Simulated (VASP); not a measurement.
Write the native input for VASP 6.6.1 that does the following.

- Task: single point
- Functional: PBE
- Potentials or basis: VASP PAW PBE potentials, release 64 (B, P)
- Cutoff: 520 eV
- k mesh: 10 × 10 × 10
- Occupations: gaussian, width 0.05 eV
- Spin: no spin polarisation
- Dipole correction: no
- Further INCAR settings: ALGO = Normal; EDIFF = 1e-07; NBANDS = 11

The structure of BP lies in POSCAR:

```
BP
1.0
    0.0000000000      2.3597600000      2.2690000000
    2.3597600000      0.0000000000      2.2690000000
    2.3597600000      2.3597600000      0.0000000000
B P
1 1
Direct
    0.0000000000      0.0000000000      0.0000000000
    0.7500000000      0.7500000000      0.7500000000
```

This cell differs from its parent crystal: strain +0.040 along x and y, +0.000 along z.

One way to write it, as run:

INCAR

```
PREC     = Accurate       # precision mode
ENCUT    = 520            # plane-wave cutoff, eV
EDIFF    = 1E-7           # SCF threshold, eV
ISMEAR   = 0              # smearing method
SIGMA    = 0.05           # smearing width, eV
LREAL    = False          # projectors in reciprocal space
LASPH    = True           # aspherical terms in the spheres
NELM     = 100            # most SCF steps
ALGO     = Normal         # electronic algorithm
ISIF     = 2              # what is computed and relaxed
LWAVE    = False          # write WAVECAR
LCHARG   = True           # write CHGCAR
GGA      = PE             # functional
LELF     = True           # ELF
LVHAR    = True         
NBANDS   = 11             # bands
```

KPOINTS

```
regular mesh
0
Gamma
  10 10 10
```

Potentials or basis: VASP PAW PBE potentials, release 64 (B, P).

Command:

```sh
$ cat potpaw_PBE.64/B/POTCAR potpaw_PBE.64/P/POTCAR > POTCAR
$ mpirun -np 1 vasp_std > vasp.out
```

It gave:

The pressure is -10.3 GPa and the band gap on the k mesh is 0.78 eV, indirect (least direct gap 2.92 eV).

Caveat: the cell differs from its parent crystal (strain +0.040 along x and y, +0.000 along z).

Run time: 12 s on 1 thread of Intel(R) Xeon(R) Platinum 8488C (Sapphire Rapids) (shared host), peak memory 0.15 GiB.
